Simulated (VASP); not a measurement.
Wanted: the native input for a VASP 6.6.1 run.

```
Task                   : single point
Functional             : PBE
Potentials or basis    : VASP PAW PBE potentials, release 64 (Sc_sv, Nb_sv)
Cutoff                 : 520 eV
k mesh                 : 1 × 6 × 2
Occupations            : methfessel-paxton, width 0.1 eV
Spin                   : no spin polarisation
Dipole correction      : no
Further INCAR settings : ALGO = Normal; EDIFF = 1e-06; NBANDS = 19; ISYM = 0
```

The structure of ScNb lies in POSCAR:

```
ScNb
1.0
    3.0656443612      0.0000000000      0.0000000000
   -1.5328221806      2.6549258957      0.0000000000
    0.0000000000      0.0000000000      5.0721940000
Sc Nb
1 1
Direct
    0.0000000000      0.0000000000      0.0000000000
    0.3333333333      0.6666666667      0.5000000000
```

One way to write it, as run:

INCAR

```
SYSTEM = ScNb
ALGO = Normal ; EDIFF = 1E-6
ENCUT = 520 ; GGA = PE
ISIF = 2 ; ISMEAR = 1
ISYM = 0 ; LASPH = .True.
LCHARG = .True. ; LELF = .True.
LREAL = .False. ; LVHAR = .True.
LWAVE = .False. ; NBANDS = 19
NELM = 100 ; PREC = Accurate
SIGMA = 0.1
```

KPOINTS

```
k-points
0
Gamma
  1 6 2
  0 0 0
```

Potentials or basis: VASP PAW PBE potentials, release 64 (Sc_sv, Nb_sv).

Launch:

```bash
$ cat potpaw_PBE.64/Sc_sv/POTCAR potpaw_PBE.64/Nb_sv/POTCAR > POTCAR
$ mpirun -np 1 vasp_std > vasp.out
```

Results of the run:

```json
{
  "Pressure": "9.6 GPa",
  "Largest force": "0.787 eV/Å",
  "Band gap on the k mesh": "zero (band 12 reaches 7.75 eV, above the bottom of band 13 at 7.38 eV)"
}
```

Caveat: the k points lie up to 2.37 Å⁻¹ apart.

Wall time 10 s on 1 thread of AMD EPYC 7R43 64-Core Processor (Zen 3) (shared host), peak memory 0.12 GiB.
